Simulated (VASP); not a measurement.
# NaH (Fm-3m) in VASP: notebook, part 2 of 2

VASP 6.6.1. Earlier steps stand in the parts before.

**5. Single point, PBE**

Contents of INCAR:

```
PREC     = Accurate       # precision mode
ENCUT    = 520            # plane-wave cutoff, eV
EDIFF    = 1E-6           # SCF threshold, eV
ISMEAR   = 0              # smearing method
SIGMA    = 0.01           # smearing width, eV
LREAL    = F              # projectors in reciprocal space
LASPH    = T              # aspherical terms in the spheres
NELM     = 100            # most SCF steps
ALGO     = Normal         # electronic algorithm
ISIF     = 2              # what is computed and relaxed
LWAVE    = F              # write WAVECAR
LCHARG   = F              # write CHGCAR
GGA      = PE             # functional
NBANDS   = 11             # bands
```

Contents of KPOINTS:

```
regular mesh
0
Gamma
  10 10 10
```

Contents of POSCAR:

```
NaH
1.0
    0.0000000000      2.3975126473      2.3975126473
    2.3975126473      0.0000000000      2.3975126473
    2.3975126473      2.3975126473      0.0000000000
Na H
1 1
Direct
    0.0000000000      0.0000000000      0.0000000000
    0.5000000000      0.5000000000      0.5000000000
```

Potentials or basis: VASP PAW PBE potentials, release 64 (Na_pv, H).

On the command line:

```sh
> cat potpaw_PBE.64/Na_pv/POTCAR potpaw_PBE.64/H/POTCAR > POTCAR
> mpirun -np 1 vasp_std > vasp.out
```

OUTCAR:

```text
PREC = Accurate
   ENCUT = 520
   EDIFF = 1E-6
   ISMEAR = 0
   LREAL = F
   LASPH = T
   NELM = 100
   ISIF = 2
   GGA = PE

 ion  position               nearest neighbor table
   1  0.000  0.000  0.000-
   2  0.500  0.500  0.500-

  LATTYP: Found a face centered cubic cell.
 ALAT       =     4.7950252946

  Lattice vectors:

 A1 = (   0.0000000000,   2.3975126473,   2.3975126473)
 A2 = (   2.3975126473,   0.0000000000,   2.3975126473)
 A3 = (   2.3975126473,   2.3975126473,   0.0000000000)

Analysis of symmetry for initial positions (statically):
=====================================================================
 Subroutine PRICEL returns:
 Original cell was already a primitive cell.

 Routine SETGRP: Setting up the symmetry group for a
 face centered cubic supercell.

 Subroutine GETGRP returns: Found 48 space group operations
 (whereof 48 operations were pure point group operations)
 out of a pool of 48 trial point group operations.

The static configuration has the point symmetry O_h .

Analysis of symmetry for dynamics (positions and initial velocities):
=====================================================================
 Subroutine PRICEL returns:
 Original cell was already a primitive cell.

 Routine SETGRP: Setting up the symmetry group for a
 face centered cubic supercell.

 Subroutine GETGRP returns: Found 48 space group operations
 (whereof 48 operations were pure point group operations)
 out of a pool of 48 trial point group operations.

The dynamic configuration has the point symmetry O_h .

 Subroutine INISYM returns: Found 48 space group operations
 (whereof 48 operations are pure point group operations),
 and found     1 'primitive' translations

----------------------------------------------------------------------------------------

                                     Primitive cell

  volume of cell :      27.5621

  direct lattice vectors                    reciprocal lattice vectors
     0.000000000  2.397512647  2.397512647    -0.208549473  0.208549473  0.208549473
     2.397512647  0.000000000  2.397512647     0.208549473 -0.208549473  0.208549473
     2.397512647  2.397512647  0.000000000     0.208549473  0.208549473 -0.208549473

  length of vectors
     3.390594902  3.390594902  3.390594902     0.361218284  0.361218284  0.361218284

  position of ions in fractional coordinates (direct lattice)
     0.000000000  0.000000000  0.000000000
     0.500000000  0.500000000  0.500000000

  ion indices of the primitive-cell ions
   primitive index   ion index
                 1           1
                 2           2

----------------------------------------------------------------------------------------

 KPOINTS: regular mesh

Automatic generation of k-mesh.
 Grid dimensions read from file:
 generate k-points for:   10   10   10

 Generating k-lattice:

  Cartesian coordinates                     Fractional coordinates (reciprocal lattice)
    -0.020854947  0.020854947  0.020854947     0.100000000  0.000000000  0.000000000
     0.020854947 -0.020854947  0.020854947     0.000000000  0.100000000  0.000000000
     0.020854947  0.020854947 -0.020854947     0.000000000  0.000000000  0.100000000

  Length of vectors
     0.036121828  0.036121828  0.036121828

  Shift w.r.t. Gamma in fractional coordinates (k-lattice)
     0.000000000  0.000000000  0.000000000

 Subroutine IBZKPT returns following result:
 ===========================================

 Found     47 irreducible k-points:

 Following reciprocal coordinates:
            Coordinates               Weight
  0.000000  0.000000  0.000000      1.000000
  0.100000  0.000000  0.000000      8.000000
  0.200000  0.000000  0.000000      8.000000
  0.300000  0.000000  0.000000      8.000000
  0.400000  0.000000  0.000000      8.000000
  0.500000  0.000000  0.000000      4.000000
[... 16 lines left out ...]
  0.300000  0.300000  0.000000      6.000000
  0.400000  0.300000  0.000000     24.000000
 [... further k-points ...]
   k-points           NKPTS =     47   k-points in BZ     NKDIM =     47   number of bands    NBANDS=     11
   number of dos      NEDOS =    301   number of ions     NIONS =      2
   total plane-waves  NPLWV =  21952
   dimension x,y,z NGX =    28 NGY =   28 NGZ =   28
   dimension x,y,z NGXF=    56 NGYF=   56 NGZF=   56
   ions per type =               1   1
   NGX,Y,Z   is equivalent  to a cutoff of  13.73, 13.73, 13.73 a.u.
   NGXF,Y,Z  is equivalent  to a cutoff of  27.46, 27.46, 27.46 a.u.
 SYSTEM =  unknown system
   PREC   = accura    normal or accurate (medium, high low for compatibility)
   ISTART =      0    job   : 0-new  1-cont  2-samecut
   ICHARG =      2    charge: 1-file 2-atom 10-const
   ISPIN  =      1    spin polarized calculation?
   LNONCOLLINEAR =      F non collinear calculations
   LSORBIT =      F    spin-orbit coupling
   LASPH  =      T    aspherical Exc in radial PAW
   ENCUT  =  520.0 eV  38.22 Ry    6.18 a.u.   6.30  6.30  6.30*2*pi/ulx,y,z
   NELM   =    100;   NELMIN=  2; NELMDL= -5     # of ELM steps
   EDIFF  = 0.1E-05   stopping-criterion for ELM
   LREAL  =      F    real-space projection
[... 7 lines left out ...]
   TEBEG  =    0.0;   TEEND  =   0.0 temperature during run
   PSTRESS=    0.0 pullay stress
   NELECT =       8.0000    total number of electrons
   NUPDOWN=      -1.0000    fix difference up-down
   EMIN   =  10.00;   EMAX   =-10.00  energy-range for DOS
   EFERMI =   0.00;   METHOD = LEGACY
   ISMEAR =     0;   SIGMA  =   0.01  broadening in eV -4-tet -1-fermi 0-gaus
   EFERMI_NEDOS =   21; number of points for ismear=-14 and -15
   IALGO  =     38    algorithm
   IMIX   =      4    mixing-type and parameters
     AMIX     =   0.40;   BMIX     =  1.00
     AMIX_MAG =   1.60;   BMIX_MAG =  1.00
  volume/ion in A,a.u.               =      13.78        93.00
  Fermi-wavevector in a.u.,A,eV,Ry     =   1.083928  2.048328 15.985495  1.174901
  Thomas-Fermi vector in A             =   2.220006
   LORBIT       =      0    0 simple, 1 ext, 2 COOP (PROOUT), +10 PAW based schemes
   GGA     = PE    functional components
   LHFCALC =     F    Hartree Fock is set to
   AEXX    =    0.0000 exact exchange contribution
   IVDW    =     0    specifies the selected vdW correction
   LEPSILON=     F    determine dielectric tensor
   LRPA    =     F    only Hartree local field effects (RPA)
 non-spin polarized calculation
 Gauss-broadening in eV      SIGMA  =   0.01
  energy-cutoff  :      520.00
  volume of cell :       27.56
 maximum number of plane-waves:       757
 NGX is ok and might be reduce to    28
   NGX = 13   NGY = 13   NGZ = 13

 number of electron       7.9999992 magnetization

 Free energy of the ion-electron system (eV)
  ---------------------------------------------------
  ext. energy  EPLUGINS =         0.00000000
  ---------------------------------------------------
  free energy    TOTEN  =        -5.08635583 eV

  energy without entropy =       -5.08635583  energy(sigma->0) =       -5.08635583

 E-fermi :  -0.8894     XC(G=0):  -7.8486

 val. band max:       -1.0567075887   @ k =  -0.3000   0.5000   0.2000
 cond. band min:       2.7609610698   @ k =   0.5000   0.0000   0.0000
 fundamental gap:      3.8176686585
 Fermi energy:        -0.8893622889

 k-point     1 :       0.0000    0.0000    0.0000
  band No.  band energies     occupation
      1     -23.1001      2.00000
      2     -23.1001      2.00000
      3     -23.1001      2.00000
      4      -4.7222      2.00000
      5       9.5871      0.00000
      6      14.7385      0.00000
      7      14.7385      0.00000
      8      14.7385      0.00000
      9      15.6542      0.00000
     10      15.6542      0.00000
     11      15.6542      0.00000
[... 309 lines left out ...]
 k-point    24 :       0.4000    0.3000    0.0000
  band No.  band energies     occupation
      1     -23.1744      2.00000
      2     -23.1294      2.00000
      3     -23.1263      2.00000
      4      -2.2024      2.00000
      5       4.8963      0.00000
      6       8.3189      0.00000
      7      10.3351      0.00000
      8      11.1433      0.00000
      9      13.0737      0.00000
     10      20.2485      0.00000
     11      21.7342      0.00000

 [... further k-points ...]

------------------------ aborting loop because EDIFF is reached ----------------------------------------

  FORCE on cell =-STRESS in cart. coord.  units (eV):
  Direction    XX          YY          ZZ          XY          YZ          ZX
  --------------------------------------------------------------------------------------
  -------------------------------------------------------------------------------------
  Total        0.0913500      0.0913500      0.0913500      0.0000000      0.0000000     -0.0000000
  in kB        5.3101465      5.3101465      5.3101465      0.0000000      0.0000000     -0.0000000
  external PRESSURE =       5.3101465 kB  Pullay stress =       0.0000000 kB

 VOLUME and BASIS-vectors are now :
 -----------------------------------------------------------------------------
  energy-cutoff  :      520.00
  volume of cell :       27.56
      direct lattice vectors                 reciprocal lattice vectors
     0.000000000  2.397512647  2.397512647    -0.208549473  0.208549473  0.208549473
     2.397512647  0.000000000  2.397512647     0.208549473 -0.208549473  0.208549473
     2.397512647  2.397512647  0.000000000     0.208549473  0.208549473 -0.208549473

 POSITION                                       TOTAL-FORCE (eV/Angst)
 -----------------------------------------------------------------------------------
      0.00000      0.00000      0.00000        -0.000000      0.000000     -0.000000
      2.39751      2.39751      2.39751         0.000000     -0.000000      0.000000
 -----------------------------------------------------------------------------------
    total drift:                               -0.000000     -0.000000     -0.000000

  FREE ENERGIE OF THE ION-ELECTRON SYSTEM (eV)
  ---------------------------------------------------
  free  energy   TOTEN  =        -5.0863558338 eV

  energy  without entropy=       -5.0863558338  energy(sigma->0) =       -5.08635583
```

Run time: 11 s. Hardware: 1 thread of Intel Xeon Platinum 8259CL at 2.50GHz (Skylake/Cascade Lake), shared host; peak memory 0.15 GiB.

Results:

```yaml
Free_energy: -5.0864 eV
Pressure: 0.5 GPa
Band_gap_on_the_k_mesh: 3.82 eV (least direct gap 4.67 eV)
```

A k mesh can miss the band edges.

**6. Overview**

| level | k mesh | gap on the mesh (eV) | pressure (GPa) |
| --- | --- | --- | --- |
| PBE | 6 × 6 × 6 | 3.85 | 0.5 |
| r2SCAN | 6 × 6 × 6 | 4.46 | -0.3 |
| PBE | 10 × 10 × 10 | 3.82 | 0.5 |

Alike in all rows: task single point; potentials or basis VASP PAW PBE potentials, release 64 (Na_pv, H); no spin polarisation; cell as given; cutoff (eV) 520; smearing gaussian 0.01 eV.

On the cell as given the gap runs from 3.82 eV (PBE) to 4.46 eV (r2SCAN); the meshes differ, which moves gaps too. The pressure there spans -0.3 GPa (r2SCAN) to 0.5 GPa (PBE); a positive pressure means that this level wants a larger cell, a negative one a smaller.

Caveats: the PAW data sets were made with another functional, which shifts forces and pressure a little (at least some runs).

Total energies depend on the potentials used, so only differences within one code and one set of settings carry meaning.
